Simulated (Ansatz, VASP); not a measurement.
**Two plane-wave programs on HgTe**

```
CELL_PARAMETERS angstrom
0.00000 3.28916 3.28916
3.28916 0.00000 3.28916
3.28916 3.28916 0.00000
ATOMIC_POSITIONS crystal
Hg 0.00000 0.00000 0.00000
Te 0.25000 0.25000 0.25000
```

Alike in both runs: task single point; functional PBEsol; k mesh 4 × 4 × 4; occupations methfessel-paxton of order 1, width 0.5 eV; no spin polarisation.

|  | VASP | Ansatz |
| --- | --- | --- |
| version | VASP 6.6.1 | Ansatz 0.2.0 |
| potentials or method | VASP PAW PBE potentials, release 64 (Hg, Te) | plane waves |
| plane-wave cutoff (eV) | 500 | 420 |
| valence electrons in the cell | 18 | 36 |

```csv
,VASP,Ansatz,Ansatz less VASP
pressure (GPa),-0.8,-0.9,-0.11
```

VASP's potentials were made for PBE, not for PBEsol. The functional is the same, so the differences come from potentials, cutoffs and numerics. VASP's potentials hold 18 valence electrons a cell and Ansatz's 36, so a difference there can come from the potentials and not from the codes.

The k mesh is coarse, so the values compare programs but aren't converged. Spin-orbit coupling is off throughout.
